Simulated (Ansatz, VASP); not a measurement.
# One calculation of Ca, two programs

File INCAR:

```
  PREC = Accurate
  ENCUT = 520
  EDIFF = 1E-6
  ISMEAR = 0
  SIGMA = 0.15
  LREAL = False
  LASPH = True
  NELM = 100
  ALGO = Normal
  ISIF = 2
  LWAVE = False
  LCHARG = True
  GGA = PE
  LELF = True
  LVHAR = True
  NBANDS = 11
```

KPOINTS

```
Automatic mesh
0
Gamma
  14 14 14
```

File POSCAR:

```
Ca
1.0
    0.0000000000      2.7942000000      2.7942000000
    2.6684610000      0.0000000000      2.7942000000
    2.6684610000      2.7942000000      0.0000000000
Ca
1
Direct
    0.0000000000      0.0000000000      0.0000000000
```

Input for Ansatz:

```yaml
crystal:
  lattice:
    - [0.0, 2.7942, 2.7942]
    - [2.668461, 0.0, 2.7942]
    - [2.668461, 2.7942, 0.0]
  atoms:
    - { symbol: Ca, position: [0.0, 0.0, 0.0] }
basis:
  ecutwfc: 420
kpoints:
  mp_grid: { grid: [14, 14, 14] }
hamiltonian:
  xc: pbe
scf:
  occupations: { method: gaussian, width: 0.15 }
output:
  forces: true
  stress: true
  eigenvalues: true
```

Change from the starting cell: strain -0.0450 x Voigt [1, 0, 0, 0, 0, 0], atoms carried along.

Alike in both runs: task single point; functional PBE; k mesh 14 × 14 × 14; occupations gaussian, width 0.15 eV; no spin polarisation.

```csv
,VASP,Ansatz
version,VASP 6.6.1,Ansatz 0.2.0
potentials or method,"VASP PAW PBE potentials, release 64 (Ca_sv), cutoff 520 eV","scalar-relativistic, plane waves, PAW"
valence electrons in the cell,10,10
```

```tsv
	VASP	Ansatz	Ansatz less VASP
gap on the k mesh at the Fermi level (eV)	none	none	-
pressure (GPa)	0.2	0.2	0.00
traceless stress, the component that is largest in VASP (GPa)	0.18	0.18	0.000
```

A gap of «none» marks a metal or a gap that the smearing closes. With one functional, cell and mesh, what is left measures potentials, basis and numerics.
